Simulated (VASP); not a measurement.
# LaYN2 (P-3m1) in VASP: notebook

LaYN2 is run at these levels: PBE; tasks: single point, relaxation of cell and atoms.

All numbers are computed with VASP 6.6.1; they aren't measurements. Logs are shortened: lines on timing, memory, paths and dates and some standing lists are left out, and cuts for length are marked.

## (1) The cell of the first run

The structure is trigonal, space group P-3m1 (No. 164). Conventional cell: a = 3.528 Å, b = 3.528 Å, c = 6.130 Å, α = 90.00°, β = 90.00°, γ = 120.00°. Within 3.6 Å of La (site symmetry -3m) lie 6 N at 2.63 Å and 2 Y at 3.07 Å and 6 La at 3.53 Å. Y (site symmetry -3m) has 6 N at 2.48 Å and 2 La at 3.07 Å within 3.3 Å. N (site symmetry 3m) has 3 Y at 2.48 Å and 3 La at 2.63 Å within 3.3 Å.

The cell was built from a structure type or drawn by symmetry, and may not be a known phase.

## (2) Single point, PBE

Input file INCAR:

```
  ALGO = Normal
  EDIFF = 1E-6
  ENCUT = 520
  GGA = PE
  ISIF = 2
  ISMEAR = 0
  LASPH = True
  LCHARG = False
  LREAL = False
  LWAVE = False
  NBANDS = 24
  NELM = 60
  PREC = Accurate
  SIGMA = 0.1
```

Input file KPOINTS:

```
k-points
0
Gamma
  6 6 4
```

Input file POSCAR:

```
LaYN2
1.0
    3.5281802400      0.0000000000      0.0000000000
   -1.7640901200      3.0554937100      0.0000000000
    0.0000000000      0.0000000000      6.1302620200
La Y N
1 1 2
Direct
    0.0000000000      0.0000000000      0.5000000000
    0.0000000000      0.0000000000      0.0000000000
    0.3333333300      0.6666666700      0.7702440000
    0.6666666700      0.3333333300      0.2297560000
```

Potentials or basis: VASP PAW PBE potentials, release 64 (La, Y_sv, N).

Started as:

```bash
cat potpaw_PBE.64/La/POTCAR potpaw_PBE.64/Y_sv/POTCAR potpaw_PBE.64/N/POTCAR > POTCAR
mpirun -np 1 vasp_std > vasp.out
```

OUTCAR:

```text
EDIFF = 1E-6
   ENCUT = 520
   GGA = PE
   ISIF = 2
   ISMEAR = 0
   LASPH = True
   LREAL = False
   NELM = 60
   PREC = Accurate

 ion  position               nearest neighbor table
   1  0.000  0.000  0.500-   3 2.63   4 2.63   3 2.63   4 2.63   4 2.63   3 2.63   2 3.07   2 3.07

   2  0.000  0.000  0.000-   3 2.48   4 2.48   3 2.48   4 2.48   4 2.48   3 2.48   1 3.07   1 3.07

   3  0.333  0.667  0.770-   2 2.48   2 2.48   2 2.48   1 2.63   1 2.63   1 2.63
   4  0.667  0.333  0.230-   2 2.48   2 2.48   2 2.48   1 2.63   1 2.63   1 2.63

  LATTYP: Found a hexagonal cell.
 ALAT       =     3.5281802400
 C/A-ratio  =     1.7375138465

  Lattice vectors:

 A1 = (   3.5281802400,   0.0000000000,   0.0000000000)
 A2 = (  -1.7640901200,   3.0554937100,   0.0000000000)
 A3 = (   0.0000000000,   0.0000000000,   6.1302620200)

Analysis of symmetry for initial positions (statically):
=====================================================================
 Subroutine PRICEL returns:
 Original cell was already a primitive cell.

 Routine SETGRP: Setting up the symmetry group for a
 hexagonal supercell.

 Subroutine GETGRP returns: Found 12 space group operations
 (whereof 12 operations were pure point group operations)
 out of a pool of 24 trial point group operations.

The static configuration has the point symmetry D_3d.

Analysis of symmetry for dynamics (positions and initial velocities):
=====================================================================
 Subroutine PRICEL returns:
 Original cell was already a primitive cell.

 Routine SETGRP: Setting up the symmetry group for a
 hexagonal supercell.

 Subroutine GETGRP returns: Found 12 space group operations
 (whereof 12 operations were pure point group operations)
 out of a pool of 24 trial point group operations.

The dynamic configuration has the point symmetry D_3d.

 Subroutine INISYM returns: Found 12 space group operations
 (whereof 12 operations are pure point group operations),
 and found     1 'primitive' translations

----------------------------------------------------------------------------------------

                                     Primitive cell

  volume of cell :      66.0863

  direct lattice vectors                    reciprocal lattice vectors
     3.528180240  0.000000000  0.000000000     0.283432232  0.163639676  0.000000000
    -1.764090120  3.055493710  0.000000000     0.000000000  0.327279352  0.000000000
     0.000000000  0.000000000  6.130262020     0.000000000  0.000000000  0.163125164

  length of vectors
     3.528180240  3.528180234  6.130262020     0.327279351  0.327279352  0.163125164

  position of ions in fractional coordinates (direct lattice)
     0.000000000  0.000000000  0.500000000
     0.000000000  0.000000000  0.000000000
     0.333333330  0.666666670  0.770244000
     0.666666670  0.333333330  0.229756000

  ion indices of the primitive-cell ions
   primitive index   ion index
                 1           1
                 2           2
                 3           3
                 4           4

----------------------------------------------------------------------------------------

 KPOINTS: k-points

Automatic generation of k-mesh.
 Grid dimensions read from file:
 generate k-points for:    6    6    4

 Generating k-lattice:

  Cartesian coordinates                     Fractional coordinates (reciprocal lattice)
     0.047238705  0.027273279  0.000000000     0.166666667  0.000000000  0.000000000
     0.000000000  0.054546559  0.000000000     0.000000000  0.166666667  0.000000000
     0.000000000  0.000000000  0.040781291     0.000000000  0.000000000  0.250000000

  Length of vectors
     0.054546558  0.054546559  0.040781291

  Shift w.r.t. Gamma in fractional coordinates (k-lattice)
     0.000000000  0.000000000  0.000000000

 Subroutine IBZKPT returns following result:
 ===========================================

 Found     24 irreducible k-points:

 Following reciprocal coordinates:
            Coordinates               Weight
  0.000000  0.000000  0.000000      1.000000
  0.166667  0.000000  0.000000      6.000000
  0.333333  0.000000  0.000000      6.000000
  0.500000  0.000000  0.000000      3.000000
  0.166667  0.166667  0.000000      6.000000
  0.333333  0.166667  0.000000     12.000000
[... 16 lines left out ...]
  0.333333  0.166667  0.500000     12.000000
  0.333333  0.333333  0.500000      2.000000
   k-points           NKPTS =     24   k-points in BZ     NKDIM =     24   number of bands    NBANDS=     24
   number of dos      NEDOS =    301   number of ions     NIONS =      4
   total plane-waves  NPLWV =  37632
   dimension x,y,z NGX =    28 NGY =   28 NGZ =   48
   dimension x,y,z NGXF=    56 NGYF=   56 NGZF=   96
   ions per type =               1   1   2
   NGX,Y,Z   is equivalent  to a cutoff of  13.19, 13.19, 13.02 a.u.
   NGXF,Y,Z  is equivalent  to a cutoff of  26.39, 26.39, 26.03 a.u.
 SYSTEM =  unknown system
   PREC   = accura    normal or accurate (medium, high low for compatibility)
   ISTART =      0    job   : 0-new  1-cont  2-samecut
   ICHARG =      2    charge: 1-file 2-atom 10-const
   ISPIN  =      1    spin polarized calculation?
   LNONCOLLINEAR =      F non collinear calculations
   LSORBIT =      F    spin-orbit coupling
   LASPH  =      T    aspherical Exc in radial PAW
   ENCUT  =  520.0 eV  38.22 Ry    6.18 a.u.   6.56  6.56 11.40*2*pi/ulx,y,z
   NELM   =     60;   NELMIN=  2; NELMDL= -5     # of ELM steps
   EDIFF  = 0.1E-05   stopping-criterion for ELM
   LREAL  =      F    real-space projection
   EDIFFG = 0.1E-04   stopping-criterion for IOM
   NSW    =      0    number of steps for IOM
   IBRION =     -1    ionic relax: 0-MD 1-quasi-New 2-CG
   NFREE  =      0    steps in history (QN), initial steepest desc. (CG)
   ISIF   =      2    stress and relaxation
   ISYM   =      2    0-nonsym 1-usesym 2-fastsym
   POTIM  = 0.5000    time-step for ionic-motion
   TEBEG  =    0.0;   TEEND  =   0.0 temperature during run
   PSTRESS=    0.0 pullay stress
   NELECT =      32.0000    total number of electrons
   NUPDOWN=      -1.0000    fix difference up-down
   EMIN   =  10.00;   EMAX   =-10.00  energy-range for DOS
   EFERMI =   0.00;   METHOD = LEGACY
   ISMEAR =     0;   SIGMA  =   0.10  broadening in eV -4-tet -1-fermi 0-gaus
   EFERMI_NEDOS =   21; number of points for ismear=-14 and -15
   IALGO  =     38    algorithm
   IMIX   =      4    mixing-type and parameters
     AMIX     =   0.40;   BMIX     =  1.00
     AMIX_MAG =   1.60;   BMIX_MAG =  1.00
  volume/ion in A,a.u.               =      16.52       111.49
  Fermi-wavevector in a.u.,A,eV,Ry     =   1.285546  2.429330 22.485390  1.652630
  Thomas-Fermi vector in A             =   2.417674
   LORBIT       =      0    0 simple, 1 ext, 2 COOP (PROOUT), +10 PAW based schemes
   GGA     = PE    functional components
   LHFCALC =     F    Hartree Fock is set to
   AEXX    =    0.0000 exact exchange contribution
   IVDW    =     0    specifies the selected vdW correction
   LEPSILON=     F    determine dielectric tensor
   LRPA    =     F    only Hartree local field effects (RPA)
 non-spin polarized calculation
 Gauss-broadening in eV      SIGMA  =   0.10
  energy-cutoff  :      520.00
  volume of cell :       66.09
 maximum number of plane-waves:      1823
 NGX is ok and might be reduce to    28
   NGX = 13   NGY = 13   NGZ = 23

 number of electron      32.0000001 magnetization

 Free energy of the ion-electron system (eV)
  ---------------------------------------------------
  ext. energy  EPLUGINS =         0.00000000
  ---------------------------------------------------
  free energy    TOTEN  =       -32.62959877 eV

  energy without entropy =      -32.62834043  energy(sigma->0) =      -32.62896960

 E-fermi :   6.5830     XC(G=0): -10.9084

 val. band max:        6.5635772290   @ k =   0.3333   0.3333   0.0000
 cond. band min:       6.7225212014   @ k =   0.5000   0.0000   0.0000
 fundamental gap:      0.1589439724
 Fermi energy:         6.5830018907

 k-point     1 :       0.0000    0.0000    0.0000
  band No.  band energies     occupation
      1     -34.8005      2.00000
      2     -25.1536      2.00000
      3     -15.3303      2.00000
      4     -14.4983      2.00000
      5     -14.4983      2.00000
      6      -9.4594      2.00000
[... 16 lines left out ...]
     23      10.1316      0.00000
     24      10.4155      0.00000

 k-point     2 :       0.1667    0.0000    0.0000
  band No.  band energies     occupation
      1     -34.7860      2.00000
      2     -25.0861      2.00000
      3     -15.2799      2.00000
      4     -14.6695      2.00000
      5     -14.5314      2.00000
      6      -9.3238      2.00000
[... 16 lines left out ...]
     23      10.2206      0.00000
     24      10.3588      0.00000

 k-point     3 :       0.3333    0.0000    0.0000
  band No.  band energies     occupation
      1     -34.7569      2.00000
      2     -24.9465      2.00000
      3     -15.1806      2.00000
      4     -14.9883      2.00000
      5     -14.5969      2.00000
      6      -9.7237      2.00000
[... 16 lines left out ...]
     23      10.2831      0.00000
     24      10.5534      0.00000
[... 514 lines left out ...]
 k-point    23 :       0.3333    0.1667    0.5000
  band No.  band energies     occupation
      1     -34.7418      2.00000
      2     -24.8843      2.00000
      3     -15.0629      2.00000
      4     -14.9990      2.00000
      5     -14.7186      2.00000
      6      -9.9709      2.00000
[... 16 lines left out ...]
     23      10.3836      0.00000
     24      10.6959      0.00000

 k-point    24 :       0.3333    0.3333    0.5000
  band No.  band energies     occupation
      1     -34.7345      2.00000
      2     -24.8478      2.00000
      3     -14.9834      2.00000
      4     -14.9383      2.00000
      5     -14.9383      2.00000
      6      -9.6010      2.00000
[... 16 lines left out ...]
     23      10.3671      0.00000
     24      10.9569      0.00000

------------------------ aborting loop because EDIFF is reached ----------------------------------------

  FORCE on cell =-STRESS in cart. coord.  units (eV):
  Direction    XX          YY          ZZ          XY          YZ          ZX
  --------------------------------------------------------------------------------------
  -------------------------------------------------------------------------------------
  Total        0.1424717      0.1424717      2.2291209     -0.0000000      0.0000000      0.0000000
  in kB        3.4540440      3.4540440     54.0422000     -0.0000000      0.0000000      0.0000000
  external PRESSURE =      20.3167627 kB  Pullay stress =       0.0000000 kB

 VOLUME and BASIS-vectors are now :
 -----------------------------------------------------------------------------
  energy-cutoff  :      520.00
  volume of cell :       66.09
      direct lattice vectors                 reciprocal lattice vectors
     3.528180240  0.000000000  0.000000000     0.283432232  0.163639676  0.000000000
    -1.764090120  3.055493710  0.000000000     0.000000000  0.327279352  0.000000000
     0.000000000  0.000000000  6.130262020     0.000000000  0.000000000  0.163125164

 POSITION                                       TOTAL-FORCE (eV/Angst)
 -----------------------------------------------------------------------------------
      0.00000      0.00000      3.06513         0.000000      0.000000      0.000000
      0.00000      0.00000      0.00000         0.000000      0.000000      0.000000
     -0.00000      2.03700      4.72180         0.000000     -0.000000     -0.459917
      1.76409      1.01850      1.40846        -0.000000      0.000000      0.459917
 -----------------------------------------------------------------------------------
    total drift:                                0.000000     -0.000000      0.000000

  FREE ENERGIE OF THE ION-ELECTRON SYSTEM (eV)
  ---------------------------------------------------
  free  energy   TOTEN  =       -32.6295987722 eV

  energy  without entropy=      -32.6283404261  energy(sigma->0) =      -32.62896960
```

Wall time 88 s (1 thread of Intel Xeon 8259CL, shared host); peak memory 0.23 GiB.

What came out:

```yaml
Free_energy: -32.6296 eV
Pressure: 2.0 GPa
Largest_force: 0.460 eV/Å
Band_gap_on_the_k_mesh: zero (bands 16 and 17 overlap by 0.02 eV)
```

Forces on the atoms (eV/Å):
```
La   0.000  0.000  0.000
Y    0.000  0.000  0.000
N    0.000  0.000 -0.460
N    0.000  0.000  0.460
```

Stress tensor (GPa, compression positive):
```
0.35 0.00 0.00
0.00 0.35 0.00
0.00 0.00 5.40
```

Caveat: spin-orbit coupling is left out, which moves the levels of the heavy elements.

## (3) Single point, PBE

This run uses another cell than the first one, of 16.79 Å³/atom.

Input file INCAR:

```
SYSTEM = LaYN2
PREC = Accurate
ENCUT = 520
EDIFF = 1E-6
ISMEAR = 0
SIGMA = 0.1
LREAL = .FALSE.
LASPH = .TRUE.
NELM = 100
ALGO = Normal
ISIF = 2
LWAVE = .FALSE.
LCHARG = .FALSE.
GGA = PE
NBANDS = 24
```

Input file KPOINTS:

```
Automatic mesh
0
G
  6 6 4
  0 0 0
```

Input file POSCAR:

```
LaYN2
1.0
    3.5290052413      0.0000000000      0.0000000000
   -1.7645026206      3.0562081890      0.0000000000
    0.0000000000      0.0000000000      6.2283831499
La Y N
1 1 2
Direct
    0.0000000000      0.0000000000      0.5000000000
    0.0000000000      0.0000000000      0.0000000000
    0.3333333333      0.6666666667      0.7646284107
    0.6666666667      0.3333333333      0.2353715893
```

Potentials or basis: VASP PAW PBE potentials, release 64 (La, Y_sv, N).

Started as:

```bash
cat potpaw_PBE.64/La/POTCAR potpaw_PBE.64/Y_sv/POTCAR potpaw_PBE.64/N/POTCAR > POTCAR
mpirun -np 1 vasp_std > vasp.out
```

Wall time 74 s (1 thread of Intel Xeon 8259CL, shared host); peak memory 0.23 GiB.

Results (log left out):

| Property | Result |
| --- | --- |
| Free energy | -32.6637 eV |
| Pressure | 0.0 GPa |
| Largest force | 0.016 eV/Å |
| Band gap on the k mesh | 0.07 eV (least direct gap 0.35 eV) |

Forces in eV/Å, atoms in the order of the input:
```
La   0.000  0.000  0.000
Y    0.000  0.000  0.000
N    0.000  0.000 -0.016
N    0.000  0.000  0.016
```

Stress tensor (GPa, compression positive):
```
 0.01  0.00  0.00
 0.00  0.01  0.00
 0.00  0.00 -0.17
```

Levels at points of the mesh, in eV from the valence-band top:
```tsv
k point	band 12	band 13	band 14	band 15	band 16	band 17	band 18	band 19	band 20	band 21
(0.00, 0.00, 0.00)	-1.97	-1.97	-0.50	-0.29	-0.29	0.07	2.86	3.13	3.13	3.50
(0.50, 0.00, 0.00)	-2.71	-2.17	-1.21	-0.36	-0.30	0.24	2.92	3.31	3.35	3.54
(0.00, 0.00, 0.50)	-1.99	-1.39	-1.39	-1.12	-1.12	2.33	2.58	2.87	3.30	3.30
(0.50, 0.00, 0.50)	-2.38	-1.91	-1.36	-1.29	-1.28	1.51	2.34	3.28	3.34	3.63
```

Caveat: spin-orbit coupling is left out, which moves the levels of the heavy elements.

[end of part 1 of 2]
